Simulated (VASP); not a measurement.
# C (Fd-3m) in VASP: further runs

C is run at these levels: LDA, PBE, BLYP; tasks: single point.

Program: VASP 6.6.1. These are calculated values, not measurements. Logs are shortened: lines on timing, memory, paths and dates and some standing lists are left out, and cuts for length are marked.

## Step 1: The cell of the first run

Symmetry: Fd-3m, No. 227, cubic system. The conventional cell has a = 3.637 Å, b = 3.637 Å, c = 3.637 Å, α = 90.00°, β = 90.00°, γ = 90.00°. Within 2.1 Å of C (site symmetry -43m) lie 4 C at 1.57 Å.

## Step 2: Single point, LDA

File INCAR:

```
PREC = Accurate
ENCUT = 520
EDIFF = 1E-6
ISMEAR = 0
SIGMA = 0.05
LREAL = F
LASPH = T
NELM = 80
ALGO = Normal
ISIF = 2
LWAVE = F
LCHARG = F
NBANDS = 11
```

File KPOINTS:

```
regular mesh
0
Gamma
  13 13 13
```

File POSCAR:

```
C
1.0
    0.0000000000      1.8183469191      1.8183469191
    1.8183469191      0.0000000000      1.8183469191
    1.8183469191      1.8183469191      0.0000000000
C
2
Direct
    0.7500000000      0.7500000000      0.7500000000
    0.5000000000      0.5000000000      0.5000000000
```

Potentials or basis: VASP PAW LDA potentials, release 64 (C).

Started as:

```
cat potpaw_LDA.64/C/POTCAR > POTCAR
mpirun -np 1 vasp_std > vasp.out
```

OUTCAR:

```text
PREC = Accurate
   ENCUT = 520
   EDIFF = 1E-6
   ISMEAR = 0
   LREAL = F
   LASPH = T
   NELM = 80
   ISIF = 2

 ion  position               nearest neighbor table
   1  0.750  0.750  0.750-   2 1.57   2 1.57   2 1.57   2 1.57
   2  0.500  0.500  0.500-   1 1.57   1 1.57   1 1.57   1 1.57

  LATTYP: Found a face centered cubic cell.
 ALAT       =     3.6366938382

  Lattice vectors:

 A1 = (   0.0000000000,   1.8183469191,   1.8183469191)
 A2 = (   1.8183469191,   0.0000000000,   1.8183469191)
 A3 = (   1.8183469191,   1.8183469191,   0.0000000000)

Analysis of symmetry for initial positions (statically):
=====================================================================
 Subroutine PRICEL returns:
 Original cell was already a primitive cell.

 Routine SETGRP: Setting up the symmetry group for a
 face centered cubic supercell.

 Subroutine GETGRP returns: Found 48 space group operations
 (whereof 24 operations were pure point group operations)
 out of a pool of 48 trial point group operations.

The static configuration has the point symmetry T_d .
 The point group associated with its full space group is O_h .

Analysis of symmetry for dynamics (positions and initial velocities):
=====================================================================
 Subroutine PRICEL returns:
 Original cell was already a primitive cell.

 Routine SETGRP: Setting up the symmetry group for a
 face centered cubic supercell.

 Subroutine GETGRP returns: Found 48 space group operations
 (whereof 24 operations were pure point group operations)
 out of a pool of 48 trial point group operations.

The dynamic configuration has the point symmetry T_d .
 The point group associated with its full space group is O_h .

 Subroutine INISYM returns: Found 48 space group operations
 (whereof 24 operations are pure point group operations),
 and found     1 'primitive' translations

----------------------------------------------------------------------------------------

                                     Primitive cell

  volume of cell :      12.0243

  direct lattice vectors                    reciprocal lattice vectors
     0.000000000  1.818346919  1.818346919    -0.274975031  0.274975031  0.274975031
     1.818346919  0.000000000  1.818346919     0.274975031 -0.274975031  0.274975031
     1.818346919  1.818346919  0.000000000     0.274975031  0.274975031 -0.274975031

  length of vectors
     2.571530874  2.571530874  2.571530874     0.476270724  0.476270724  0.476270724

  position of ions in fractional coordinates (direct lattice)
     0.750000000  0.750000000  0.750000000
     0.500000000  0.500000000  0.500000000

  ion indices of the primitive-cell ions
   primitive index   ion index
                 1           1
                 2           2

----------------------------------------------------------------------------------------

 KPOINTS: regular mesh

Automatic generation of k-mesh.
 Grid dimensions read from file:
 generate k-points for:   13   13   13

 Generating k-lattice:

  Cartesian coordinates                     Fractional coordinates (reciprocal lattice)
    -0.021151925  0.021151925  0.021151925     0.076923077  0.000000000  0.000000000
     0.021151925 -0.021151925  0.021151925     0.000000000  0.076923077  0.000000000
     0.021151925  0.021151925 -0.021151925     0.000000000  0.000000000  0.076923077

  Length of vectors
     0.036636210  0.036636210  0.036636210

  Shift w.r.t. Gamma in fractional coordinates (k-lattice)
     0.000000000  0.000000000  0.000000000

 Subroutine IBZKPT returns following result:
 ===========================================

 Found     84 irreducible k-points:

 Following reciprocal coordinates:
            Coordinates               Weight
  0.000000  0.000000  0.000000      1.000000
  0.076923  0.000000  0.000000      8.000000
  0.153846  0.000000  0.000000      8.000000
  0.230769  0.000000  0.000000      8.000000
  0.307692  0.000000  0.000000      8.000000
  0.384615  0.000000  0.000000      8.000000
[... 16 lines left out ...]
  0.384615  0.153846  0.000000     24.000000
  0.461538  0.153846  0.000000     24.000000
 [... further k-points ...]
   k-points           NKPTS =     84   k-points in BZ     NKDIM =     84   number of bands    NBANDS=     11
   number of dos      NEDOS =    301   number of ions     NIONS =      2
   total plane-waves  NPLWV =   8000
   dimension x,y,z NGX =    20 NGY =   20 NGZ =   20
   dimension x,y,z NGXF=    40 NGYF=   40 NGZF=   40
   ions per type =               2
   NGX,Y,Z   is equivalent  to a cutoff of  12.93, 12.93, 12.93 a.u.
   NGXF,Y,Z  is equivalent  to a cutoff of  25.86, 25.86, 25.86 a.u.
 SYSTEM =  unknown system
   PREC   = accura    normal or accurate (medium, high low for compatibility)
   ISTART =      0    job   : 0-new  1-cont  2-samecut
   ICHARG =      2    charge: 1-file 2-atom 10-const
   ISPIN  =      1    spin polarized calculation?
   LNONCOLLINEAR =      F non collinear calculations
   LSORBIT =      F    spin-orbit coupling
   LASPH  =      T    aspherical Exc in radial PAW
   ENCUT  =  520.0 eV  38.22 Ry    6.18 a.u.   4.78  4.78  4.78*2*pi/ulx,y,z
   NELM   =     80;   NELMIN=  2; NELMDL= -5     # of ELM steps
   EDIFF  = 0.1E-05   stopping-criterion for ELM
   LREAL  =      F    real-space projection
   EDIFFG = 0.1E-04   stopping-criterion for IOM
   NSW    =      0    number of steps for IOM
   IBRION =     -1    ionic relax: 0-MD 1-quasi-New 2-CG
   NFREE  =      0    steps in history (QN), initial steepest desc. (CG)
   ISIF   =      2    stress and relaxation
   ISYM   =      2    0-nonsym 1-usesym 2-fastsym
   POTIM  = 0.5000    time-step for ionic-motion
   TEBEG  =    0.0;   TEEND  =   0.0 temperature during run
   PSTRESS=    0.0 pullay stress
   NELECT =       8.0000    total number of electrons
   NUPDOWN=      -1.0000    fix difference up-down
   EMIN   =  10.00;   EMAX   =-10.00  energy-range for DOS
   EFERMI =   0.00;   METHOD = LEGACY
   ISMEAR =     0;   SIGMA  =   0.05  broadening in eV -4-tet -1-fermi 0-gaus
   EFERMI_NEDOS =   21; number of points for ismear=-14 and -15
   IALGO  =     38    algorithm
   IMIX   =      4    mixing-type and parameters
     AMIX     =   0.40;   BMIX     =  1.00
     AMIX_MAG =   1.60;   BMIX_MAG =  1.00
  volume/ion in A,a.u.               =       6.01        40.57
  Fermi-wavevector in a.u.,A,eV,Ry     =   1.429173  2.700745 27.790375  2.042535
  Thomas-Fermi vector in A             =   2.549155
   LORBIT       =      0    0 simple, 1 ext, 2 COOP (PROOUT), +10 PAW based schemes
   GGA     = CA    functional components
   LHFCALC =     F    Hartree Fock is set to
   AEXX    =    0.0000 exact exchange contribution
   IVDW    =     0    specifies the selected vdW correction
   LEPSILON=     F    determine dielectric tensor
   LRPA    =     F    only Hartree local field effects (RPA)
 non-spin polarized calculation
 Gauss-broadening in eV      SIGMA  =   0.05
  energy-cutoff  :      520.00
  volume of cell :       12.02
 maximum number of plane-waves:       332
   NGX =  9   NGY =  9   NGZ =  9

 number of electron       8.0000002 magnetization

 Free energy of the ion-electron system (eV)
  ---------------------------------------------------
  ext. energy  EPLUGINS =         0.00000000
  ---------------------------------------------------
  free energy    TOTEN  =       -20.13789545 eV

  energy without entropy =      -20.13789545  energy(sigma->0) =      -20.13789545

 E-fermi :   9.2475     XC(G=0): -13.2198

 val. band max:        8.8893270427   @ k =   0.0000   0.0000   0.0000
 cond. band min:      12.8609736189   @ k =   0.3846   0.3846   0.0000
 fundamental gap:      3.9716465762
 Fermi energy:         9.2474605658

 k-point     1 :       0.0000    0.0000    0.0000
  band No.  band energies     occupation
      1     -11.6685      2.00000
      2       8.8893      2.00000
      3       8.8893      2.00000
      4       8.8893      2.00000
      5      14.2684      0.00000
      6      14.2684      0.00000
      7      14.2684      0.00000
      8      21.1413      0.00000
      9      27.1481      0.00000
     10      34.8789      0.00000
     11      34.8789      0.00000

 k-point     2 :       0.0769    0.0000    0.0000
  band No.  band energies     occupation
      1     -11.5111      2.00000
      2       7.8843      2.00000
      3       8.6289      2.00000
      4       8.6289      2.00000
      5      14.6086      0.00000
      6      14.6086      0.00000
      7      14.8407      0.00000
      8      21.2893      0.00000
      9      27.4103      0.00000
     10      32.8671      0.00000
     11      32.8671      0.00000

 k-point     3 :       0.1538    0.0000    0.0000
  band No.  band energies     occupation
      1     -11.0407      2.00000
      2       5.7296      2.00000
      3       8.0384      2.00000
      4       8.0384      2.00000
      5      15.3837      0.00000
      6      15.3837      0.00000
      7      15.7632      0.00000
      8      21.7251      0.00000
      9      27.9976      0.00000
     10      31.3322      0.00000
     11      31.3322      0.00000

 k-point     4 :       0.2308    0.0000    0.0000
  band No.  band energies     occupation
      1     -10.2631      2.00000
      2       3.2497      2.00000
      3       7.3955      2.00000
      4       7.3955      2.00000
      5      16.1759      0.00000
      6      16.1759      0.00000
      7      16.4266      0.00000
      8      22.3677      0.00000
      9      28.4533      0.00000
     10      30.7211      0.00000
     11      30.7211      0.00000

 k-point     5 :       0.3077    0.0000    0.0000
  band No.  band energies     occupation
      1      -9.1924      2.00000
      2       0.7646      2.00000
      3       6.8505      2.00000
      4       6.8505      2.00000
      5      16.7120      0.00000
      6      16.7120      0.00000
      7      16.8123      0.00000
      8      23.0350      0.00000
      9      28.6559      0.00000
     10      31.1172      0.00000
     11      31.1172      0.00000
[... 211 lines left out ...]
 k-point    21 :       0.2308    0.1538    0.0000
  band No.  band energies     occupation
      1     -10.2614      2.00000
      2       4.8970      2.00000
      3       6.0382      2.00000
      4       6.6807      2.00000
      5      13.8908      0.00000
      6      18.0520      0.00000
      7      18.1103      0.00000
      8      20.5039      0.00000
      9      27.9259      0.00000
     10      29.0055      0.00000
     11      35.1734      0.00000

 k-point    22 :       0.3077    0.1538    0.0000
  band No.  band energies     occupation
      1      -9.3900      2.00000
      2       2.6270      2.00000
      3       5.5312      2.00000
      4       6.0657      2.00000
      5      14.5981      0.00000
      6      18.6520      0.00000
      7      18.8112      0.00000
      8      20.3739      0.00000
      9      28.5053      0.00000
     10      29.3075      0.00000
     11      34.7574      0.00000

 k-point    23 :       0.3846    0.1538    0.0000
  band No.  band energies     occupation
      1      -8.2370      2.00000
      2       0.3195      2.00000
      3       5.2492      2.00000
      4       5.3393      2.00000
      5      15.2578      0.00000
      6      18.9708      0.00000
      7      19.0818      0.00000
      8      20.9216      0.00000
      9      29.0528      0.00000
     10      29.6723      0.00000
     11      34.9953      0.00000

 k-point    24 :       0.4615    0.1538    0.0000
  band No.  band energies     occupation
      1      -6.8659      2.00000
      2      -1.8207      2.00000
      3       4.6807      2.00000
      4       5.2103      2.00000
      5      15.6785      0.00000
      6      18.9842      0.00000
      7      19.1087      0.00000
      8      22.0842      0.00000
      9      28.4627      0.00000
     10      30.9046      0.00000
     11      34.9610      0.00000

 [... further k-points ...]
[... 5 lines left out ...]
  --------------------------------------------------------------------------------------
  -------------------------------------------------------------------------------------
  Total       -2.5332523     -2.5332523     -2.5332523      0.0000000      0.0000000      0.0000000
  in kB     -337.5427617   -337.5427617   -337.5427617      0.0000000      0.0000000      0.0000000
  external PRESSURE =    -337.5427617 kB  Pullay stress =       0.0000000 kB

 VOLUME and BASIS-vectors are now :
 -----------------------------------------------------------------------------
  energy-cutoff  :      520.00
  volume of cell :       12.02
      direct lattice vectors                 reciprocal lattice vectors
     0.000000000  1.818346919  1.818346919    -0.274975031  0.274975031  0.274975031
     1.818346919  0.000000000  1.818346919     0.274975031 -0.274975031  0.274975031
     1.818346919  1.818346919  0.000000000     0.274975031  0.274975031 -0.274975031

 POSITION                                       TOTAL-FORCE (eV/Angst)
 -----------------------------------------------------------------------------------
      2.72752      2.72752      2.72752         0.000000     -0.000000      0.000000
      1.81835      1.81835      1.81835        -0.000000      0.000000     -0.000000
 -----------------------------------------------------------------------------------
    total drift:                                0.000000     -0.000000      0.000000

  FREE ENERGIE OF THE ION-ELECTRON SYSTEM (eV)
  ---------------------------------------------------
  free  energy   TOTEN  =       -20.1378954539 eV

  energy  without entropy=      -20.1378954539  energy(sigma->0) =      -20.13789545
```

Run time: 9.7 s. Hardware: 1 thread of Intel Xeon Platinum 8259CL at 2.50GHz (Skylake/Cascade Lake), shared host; peak memory 0.11 GiB.

What came out:

| Quantity | Value |
| --- | --- |
| Free energy | -20.1379 eV |
| Pressure | -33.8 GPa |
| Band gap on the k mesh | 3.97 eV, indirect (least direct gap 5.38 eV) |

A k mesh can miss the band edges. LDA gaps usually lie below the measured ones, often by a third to a half.

[end of part 1 of 3]
